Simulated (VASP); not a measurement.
# Sr11O12 (a cell with a defect) in VASP: single point with PBE

Aim: the single point of Sr11O12 (a cell with a defect) with PBE.

Everything below comes from runs of VASP 6.6.1. Logs are shortened: lines on timing, memory, paths and dates and some standing lists are left out, and cuts for length are marked.

### Step 1. The cell of the first run

The cell holds a defect, 23 atoms: a = 7.431 Å, b = 7.431 Å, c = 10.368 Å, α = 90.00°, β = 90.00°, γ = 120.00°.

### Step 2. Single point, PBE

The input, INCAR:

```
SYSTEM = Sr11O12
ALGO = Normal
EDIFF = 1E-6
ENCUT = 520
GGA = PE
GGA_COMPAT = .FALSE.
ISIF = 2
ISMEAR = 0
LASPH = .TRUE.
LCHARG = .TRUE.
LELF = .TRUE.
LREAL = .FALSE.
LVHAR = .TRUE.
LWAVE = .FALSE.
NBANDS = 108
NELECT = 184.0
NELM = 120
PREC = Accurate
SIGMA = 0.05
```

The input, KPOINTS:

```
k-points
0
G
  3 3 2
  0 0 0
```

The input, POSCAR:

```
Sr11O12
1.0
    0.0000000000     -7.4310438777      0.0000000000
    6.4354727748      3.7155219389      0.0000000000
    0.0000000000      0.0000000000     10.3683011420
Sr O
11 12
Direct
    0.3449033457      0.3449033315      0.9553771504
    0.6666667207     -0.0115699347      0.4821227636
    0.6666667207     -0.0115699347      0.9553771504
   -0.0115699061      0.6666666382      0.4821227636
   -0.0115699061      0.6666666382      0.9553771504
    0.6666667028      0.6666666382      0.2187499156
    0.3449033457      0.3449033315      0.4821227636
    0.0000000738      0.3333333968      0.2187499156
    0.0000000738      0.3333333968      0.7187499570
    0.3333333930      1.0000000350      0.2187499156
    0.3333333930      1.0000000350      0.7187499570
    0.3301110956      0.3301111005      0.2187499156
    0.2971334522      0.2971334146      0.7187499570
    0.6666667018      0.0032222963      0.2187499156
    0.6666666097      0.0361999822      0.7187499570
    0.0032222283      0.6666666382      0.2187499156
    0.0361999639      0.6666666382      0.7187499570
    0.6666667028      0.6666666382      0.4516157407
    0.6666667028      0.6666666382      0.9858841733
    0.0000000738      0.3333333968      0.4670085228
    0.0000000738      0.3333333968      0.9704913912
    0.3333333930      1.0000000350      0.4670085228
    0.3333333930      1.0000000350      0.9704913912
```

Potentials or basis: VASP PAW PBE potentials, release 64 (Sr_sv, O).

Command:

```sh
> cat potpaw_PBE.64/Sr_sv/POTCAR potpaw_PBE.64/O/POTCAR > POTCAR
> mpirun -np 1 vasp_std > vasp.out
```

OUTCAR:

```text
SYSTEM = Sr11O12
   EDIFF = 1E-6
   ENCUT = 520
   GGA = PE
   ISIF = 2
   ISMEAR = 0
   LASPH = .TRUE.
   LREAL = .FALSE.
   NELECT = 184.0
   NELM = 120
   PREC = Accurate

 ion  position               nearest neighbor table
   1  0.345  0.345  0.955-  19 2.41  13 2.48  21 2.53  23 2.53  12 2.73   9 3.52  11 3.52   6 3.63
                             8 3.72  10 3.72   3 4.14   5 4.14   5 4.37   3 4.37   3 4.37   5 4.37
   2  0.667  0.988  0.482-  18 2.41  15 2.48  22 2.53  20 2.53  14 2.73  11 3.52   9 3.52   6 3.63
                            10 3.72   8 3.72   7 4.14   4 4.14   4 4.37   4 4.37   7 4.37   7 4.37
   3  0.667  0.988  0.955-  19 2.41  15 2.48  23 2.53  21 2.53  14 2.73  11 3.52   9 3.52   6 3.63
                            10 3.72   8 3.72   1 4.14   5 4.14   5 4.37   5 4.37   1 4.37   1 4.37
   4  0.988  0.667  0.482-  18 2.41  17 2.48  20 2.53  22 2.53  16 2.73   9 3.52  11 3.52   6 3.63
                             8 3.72  10 3.72   7 4.14   2 4.14   7 4.37   2 4.37   2 4.37   7 4.37
   5  0.988  0.667  0.955-  19 2.41  17 2.48  21 2.53  23 2.53  16 2.73   9 3.52  11 3.52   6 3.63
                             8 3.72  10 3.72   1 4.14   3 4.14   1 4.37   3 4.37   3 4.37   1 4.37
   6  0.667  0.667  0.219-  19 2.41  18 2.41  16 2.50  12 2.50  14 2.50   1 3.63   5 3.63   3 3.63
                             7 3.63   4 3.63   2 3.63  10 4.29   8 4.29   8 4.29  10 4.29  10 4.29
   7  0.345  0.345  0.482-  18 2.41  13 2.48  20 2.53  22 2.53  12 2.73   9 3.52  11 3.52   6 3.63
                             8 3.72  10 3.72   2 4.14   4 4.14   4 4.37   2 4.37   2 4.37   4 4.37
   8  0.000  0.333  0.219-  16 2.47  12 2.47  14 2.47  21 2.57  20 2.57   5 3.72   1 3.72   3 3.72
                             4 3.72   7 3.72   2 3.72   6 4.29   6 4.29  10 4.29  10 4.29  10 4.29
   9  0.000  0.333  0.719-  17 2.35  13 2.35  15 2.35  20 2.61  21 2.61   5 3.52   4 3.52   7 3.52
                             1 3.52   2 3.52   3 3.52  11 4.29  11 4.29  11 4.29
  10  0.333  0.000  0.219-  14 2.47  12 2.47  16 2.47  23 2.57  22 2.57   3 3.72   1 3.72   5 3.72
                             2 3.72   7 3.72   4 3.72   6 4.29   8 4.29   8 4.29   8 4.29   6 4.29
  11  0.333  0.000  0.719-  15 2.35  13 2.35  17 2.35  22 2.61  23 2.61   3 3.52   2 3.52   7 3.52
                             1 3.52   4 3.52   5 3.52   9 4.29   9 4.29   9 4.29
  12  0.330  0.330  0.219-   8 2.47  10 2.47   6 2.50   1 2.73   7 2.73
  13  0.297  0.297  0.719-  11 2.35   9 2.35   1 2.48   7 2.48
  14  0.667  0.003  0.219-  10 2.47   8 2.47   6 2.50   3 2.73   2 2.73
  15  0.667  0.036  0.719-  11 2.35   9 2.35   2 2.48   3 2.48
  16  0.003  0.667  0.219-   8 2.47  10 2.47   6 2.50   5 2.73   4 2.73
  17  0.036  0.667  0.719-   9 2.35  11 2.35   4 2.48   5 2.48
  18  0.667  0.667  0.452-   7 2.41   4 2.41   2 2.41   6 2.41
  19  0.667  0.667  0.986-   1 2.41   5 2.41   3 2.41   6 2.41
  20  0.000  0.333  0.467-   4 2.53   7 2.53   2 2.53   8 2.57   9 2.61
  21  0.000  0.333  0.970-   5 2.53   1 2.53   3 2.53   8 2.57   9 2.61
  22  0.333  0.000  0.467-   2 2.53   7 2.53   4 2.53  10 2.57  11 2.61
  23  0.333  0.000  0.970-   3 2.53   1 2.53   5 2.53  10 2.57  11 2.61

  LATTYP: Found a hexagonal cell.
 ALAT       =     7.4310438777
 C/A-ratio  =     1.3952684593

  Lattice vectors:

 A1 = (   0.0000000000,  -7.4310438777,   0.0000000000)
 A2 = (   6.4354727748,   3.7155219389,   0.0000000000)
 A3 = (   0.0000000000,   0.0000000000,  10.3683011420)

Analysis of symmetry for initial positions (statically):
=====================================================================
 Subroutine PRICEL returns:
 Original cell was already a primitive cell.

 Routine SETGRP: Setting up the symmetry group for a
 hexagonal supercell.

 Subroutine GETGRP returns: Found 12 space group operations
 (whereof  2 operations were pure point group operations)
 out of a pool of 24 trial point group operations.

The static configuration has the point symmetry C_1h.
 The point group associated with its full space group is D_3h.

Analysis of symmetry for dynamics (positions and initial velocities):
=====================================================================
 Subroutine PRICEL returns:
 Original cell was already a primitive cell.

 Routine SETGRP: Setting up the symmetry group for a
 hexagonal supercell.

 Subroutine GETGRP returns: Found 12 space group operations
 (whereof  2 operations were pure point group operations)
 out of a pool of 24 trial point group operations.

The dynamic configuration has the point symmetry C_1h.
 The point group associated with its full space group is D_3h.

 Subroutine INISYM returns: Found 12 space group operations
 (whereof  2 operations are pure point group operations),
 and found     1 'primitive' translations

----------------------------------------------------------------------------------------

                                     Primitive cell

  volume of cell :     495.8358

  direct lattice vectors                    reciprocal lattice vectors
     0.000000000 -7.431043878  0.000000000     0.077694370 -0.134570596  0.000000000
     6.435472775  3.715521939  0.000000000     0.155388739  0.000000000  0.000000000
[... 75 lines left out ...]
     0.000000000  0.000000000  0.000000000

 Subroutine IBZKPT returns following result:
 ===========================================

 Found      6 irreducible k-points:

 Following reciprocal coordinates:
            Coordinates               Weight
  0.000000  0.000000  0.000000      1.000000
  0.333333  0.000000  0.000000      6.000000
  0.333333  0.333333  0.000000      2.000000
  0.000000  0.000000  0.500000      1.000000
  0.333333  0.000000  0.500000      6.000000
  0.333333  0.333333  0.500000      2.000000
   k-points           NKPTS =      6   k-points in BZ     NKDIM =      6   number of bands    NBANDS=    108
   number of dos      NEDOS =    301   number of ions     NIONS =     23
   total plane-waves  NPLWV = 250880
   dimension x,y,z NGX =    56 NGY =   56 NGZ =   80
   dimension x,y,z NGXF=   112 NGYF=  112 NGZF=  160
   ions per type =              11  12
   NGX,Y,Z   is equivalent  to a cutoff of  12.53, 12.53, 12.83 a.u.
   NGXF,Y,Z  is equivalent  to a cutoff of  25.06, 25.06, 25.65 a.u.
 SYSTEM =  Sr11O12
   PREC   = accura    normal or accurate (medium, high low for compatibility)
   ISTART =      0    job   : 0-new  1-cont  2-samecut
   ICHARG =      2    charge: 1-file 2-atom 10-const
   ISPIN  =      1    spin polarized calculation?
   LNONCOLLINEAR =      F non collinear calculations
   LSORBIT =      F    spin-orbit coupling
   LASPH  =      T    aspherical Exc in radial PAW
   ENCUT  =  520.0 eV  38.22 Ry    6.18 a.u.  13.82 13.82 19.28*2*pi/ulx,y,z
   NELM   =    120;   NELMIN=  2; NELMDL= -5     # of ELM steps
   EDIFF  = 0.1E-05   stopping-criterion for ELM
   LREAL  =      F    real-space projection
   EDIFFG = 0.1E-04   stopping-criterion for IOM
   NSW    =      0    number of steps for IOM
   IBRION =     -1    ionic relax: 0-MD 1-quasi-New 2-CG
   NFREE  =      0    steps in history (QN), initial steepest desc. (CG)
   ISIF   =      2    stress and relaxation
   ISYM   =      2    0-nonsym 1-usesym 2-fastsym
   POTIM  = 0.5000    time-step for ionic-motion
   TEBEG  =    0.0;   TEEND  =   0.0 temperature during run
   PSTRESS=    0.0 pullay stress
   NELECT =     184.0000    total number of electrons
   NUPDOWN=      -1.0000    fix difference up-down
   EMIN   =  10.00;   EMAX   =-10.00  energy-range for DOS
   EFERMI =   0.00;   METHOD = LEGACY
   ISMEAR =     0;   SIGMA  =   0.05  broadening in eV -4-tet -1-fermi 0-gaus
   EFERMI_NEDOS =   21; number of points for ismear=-14 and -15
   IALGO  =     38    algorithm
   IMIX   =      4    mixing-type and parameters
     AMIX     =   0.40;   BMIX     =  1.00
     AMIX_MAG =   1.60;   BMIX_MAG =  1.00
  volume/ion in A,a.u.               =      21.56       145.48
  Fermi-wavevector in a.u.,A,eV,Ry     =   1.176436  2.223141 18.830472  1.384001
  Thomas-Fermi vector in A             =   2.312799
   LORBIT       =      0    0 simple, 1 ext, 2 COOP (PROOUT), +10 PAW based schemes
   GGA     = PE    functional components
   LHFCALC =     F    Hartree Fock is set to
   AEXX    =    0.0000 exact exchange contribution
   IVDW    =     0    specifies the selected vdW correction
   LEPSILON=     F    determine dielectric tensor
   LRPA    =     F    only Hartree local field effects (RPA)
 non-spin polarized calculation
 Gauss-broadening in eV      SIGMA  =   0.05
  energy-cutoff  :      520.00
  volume of cell :      495.84
 maximum number of plane-waves:     13392
 NGX is ok and might be reduce to    56
   NGX = 27   NGY = 27   NGZ = 39

 number of electron     184.0000014 magnetization

 Free energy of the ion-electron system (eV)
  ---------------------------------------------------
  ext. energy  EPLUGINS =         0.00000000
  ---------------------------------------------------
  free energy    TOTEN  =      -133.85000974 eV

  energy without entropy =     -133.85000974  energy(sigma->0) =     -133.85000974

 E-fermi :   0.6578     XC(G=0):  -8.6602

 val. band max:        0.3983698904   @ k =   0.3333   0.0000   0.5000
 cond. band min:       2.8554536566   @ k =   0.0000   0.0000   0.0000
 fundamental gap:      2.4570837662
 Fermi energy:         0.6578196592

 k-point     1 :       0.0000    0.0000    0.0000
  band No.  band energies     occupation
      1     -32.3266      2.00000
      2     -32.3121      2.00000
      3     -32.2942      2.00000
      4     -32.2942      2.00000
      5     -32.2924      2.00000
      6     -32.2924      2.00000
[... 631 lines left out ...]
    103       5.8051      0.00000
    104       5.8292      0.00000
 [bands above 104 left out]

------------------------ aborting loop because EDIFF is reached ----------------------------------------

  FORCE on cell =-STRESS in cart. coord.  units (eV):
  Direction    XX          YY          ZZ          XY          YZ          ZX
  --------------------------------------------------------------------------------------
  -------------------------------------------------------------------------------------
  Total       10.6954542     10.6954542      8.5752504      0.0000000      0.0000000     -0.0000000
  in kB       34.5598563     34.5598563     27.7089141      0.0000000      0.0000000     -0.0000000
  external PRESSURE =      32.2762089 kB  Pullay stress =       0.0000000 kB

 VOLUME and BASIS-vectors are now :
 -----------------------------------------------------------------------------
  energy-cutoff  :      520.00
  volume of cell :      495.84
      direct lattice vectors                 reciprocal lattice vectors
     0.000000000 -7.431043878  0.000000000     0.077694370 -0.134570596  0.000000000
     6.435472775  3.715521939  0.000000000     0.155388739  0.000000000  0.000000000
     0.000000000  0.000000000 10.368301142     0.000000000  0.000000000  0.096447816

 POSITION                                       TOTAL-FORCE (eV/Angst)
 -----------------------------------------------------------------------------------
      2.21962     -1.28150      9.90564        -0.005520      0.003187      0.011061
      6.36101     -1.28150      4.99879         0.005520      0.003187     -0.011061
      6.36101     -1.28150      9.90564         0.005520      0.003187      0.011061
      4.29032     -4.86805      4.99879         0.000000     -0.006374     -0.011061
      4.29032     -4.86805      9.90564         0.000000     -0.006374      0.011061
      4.29032     -2.47702      2.26806         0.000000      0.000000     -0.000000
[... 15 lines left out ...]
      0.00000     -2.47701      4.84209         0.000000      0.000000     -0.003614
      0.00000     -2.47701     10.06235         0.000000      0.000000      0.003614
 -----------------------------------------------------------------------------------
    total drift:                               -0.000318     -0.003161      0.002485

  FREE ENERGIE OF THE ION-ELECTRON SYSTEM (eV)
  ---------------------------------------------------
  free  energy   TOTEN  =      -133.8500097366 eV

  energy  without entropy=     -133.8500097366  energy(sigma->0) =     -133.85000974
```

It took 6.1 min on 1 thread of AMD EPYC 9R45 (Zen 5), shared host; peak memory 0.62 GiB.

What came out:

- Free energy: -133.8500 eV
- Largest force: 0.034 eV/Å

Forces in eV/Å, atoms in the order of the input:
```
Sr  -0.006  0.003  0.011
Sr   0.006  0.003 -0.011
Sr   0.006  0.003  0.011
Sr   0.000 -0.006 -0.011
Sr   0.000 -0.006  0.011
Sr   0.000  0.000  0.000
Sr  -0.006  0.003 -0.011
Sr   0.000  0.000  0.000
Sr   0.000  0.000  0.000
Sr   0.000  0.000  0.000
Sr   0.000  0.000  0.000
O    0.006 -0.003  0.000
O    0.030 -0.017  0.000
O   -0.006 -0.003  0.000
O   -0.030 -0.017  0.000
O    0.000  0.007  0.000
O    0.000  0.034  0.000
O    0.000  0.000  0.033
O    0.000  0.000 -0.033
O    0.000  0.000 -0.004
O    0.000  0.000  0.004
O    0.000  0.000 -0.004
O    0.000  0.000  0.004
```

Levels at points of the mesh, in eV from the Fermi level:
| k point | band 90 | band 91 | band 92 | band 93 | band 94 | band 95 |
| --- | --- | --- | --- | --- | --- | --- |
| (0.00, 0.00, 0.00) | -0.32 | -0.27 | -0.27 | 2.20 | 3.39 | 3.39 |
| (0.00, 0.00, 0.50) | -0.33 | -0.29 | -0.29 | 2.62 | 2.96 | 3.44 |

Caveat: the cell carries a net charge on a neutralising background, which shifts energy and pressure; the cell is charged against a uniform background, so pressure and absolute levels hang on convention.
